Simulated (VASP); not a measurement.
**KZnF3: relaxation of cell and atoms with PBE**

KZnF3:

```
K Zn F
1.0
     0.00000    4.37980    4.37980
     4.37980    0.00000    4.37980
     4.37980    4.37980    0.00000
K Zn F
2 2 6
Direct
  0.25000 0.25000 0.25000
  0.00000 0.00000 0.00000
  0.75000 0.75000 0.75000
  0.50000 0.50000 0.50000
  0.72382 0.27618 0.27618
  0.27618 0.72382 0.72382
  0.27618 0.72382 0.27618
  0.72382 0.27618 0.72382
  0.27618 0.27618 0.72382
  0.72382 0.72382 0.27618
```

The cell was generated, and may not be a known phase.

- Program: VASP 6.6.1
- Task: relaxation of cell and atoms
- Functional: PBE
- Potentials or basis: VASP PAW PBE potentials, release 64 (K_sv, Zn, F)
- Cutoff: 600 eV
- k mesh: 3 × 3 × 3
- Occupations: gaussian, width 0.15 eV
- Spin: no spin polarisation
- Dipole correction: no
- Further INCAR settings: ALGO = Normal; EDIFF = 1e-07; IBRION = 2; EDIFFG = -0.08; NSW = 36; ISIF = 3

```yaml
Relaxed_volume: 17.01 Å³/atom
Relaxed_cell: a = 6.220 Å, b = 6.220 Å, c = 6.220 Å, α = 60.00°, β = 60.00°, γ = 60.00°
Space_group_after_relaxing_to_0.1_Å: F-43m (No. 216)
Energy_gained_by_relaxing: 3.2 meV/atom
Ionic_steps: 2
Pressure_after_relaxing: -0.3 GPa
Largest_force_after_relaxing: 0.049 eV/Å
Band_gap_on_the_k_mesh: zero (bands 42 and 43 overlap by 0.20 eV)
```

Forces in eV/Å, atoms in the order of the input:
```
K    0.000  0.000  0.000
K    0.000  0.000  0.000
Zn   0.000  0.000  0.000
Zn   0.000  0.000  0.000
F   -0.049  0.000  0.000
F    0.049  0.000  0.000
F    0.000 -0.049  0.000
F    0.000  0.049  0.000
F    0.000  0.000 -0.049
F    0.000  0.000  0.049
```

The path:
| step | energy change (eV) | largest force (eV/Å) | pressure (GPa) | volume (Å³) |
| --- | --- | --- | --- | --- |
| 1 | 0.0000 | 0.4248 | 0.83 | 168.03 |
| 2 | -0.0324 | 0.0492 | -0.27 | 170.15 |

Final structure:
```xyz
10
Lattice="0.0000 4.3981 4.3981 4.3981 0.0000 4.3981 4.3981 4.3981 0.0000" Properties=species:S:1:pos:R:3 pbc="T T T"
K     2.1991    2.1991    2.1991
K     4.3981    4.3981    8.7962
Zn    6.5972    6.5972    6.5972
Zn    4.3981    4.3981    4.3981
F     2.4087    4.3981    4.3981
F     6.3875    4.3981    4.3981
F     4.3981    2.4087    4.3981
F     4.3981    6.3875    4.3981
F     4.3981    4.3981    2.4087
F     4.3981    4.3981    6.3875
```

Levels at points of the mesh, in eV from the Fermi level:
```csv
k point,band 39,band 40,band 41,band 42,band 43,band 44,band 45,band 46
"(0.00, 0.00, 0.00)",-1.06,-1.06,-0.84,-0.31,-0.31,6.59,6.59,6.59
```

Run time: 3.6 min on 1 thread of Intel Xeon 8259CL, on a shared host, peak memory 0.35 GiB.

Caveat: the k points lie up to 0.41 Å⁻¹ apart in the final cell; semilocal functionals underestimate gaps, and a narrow one can read as zero; the relaxation stopped at a loose force limit of 0.08 eV/Å, so its end isn't a converged minimum.
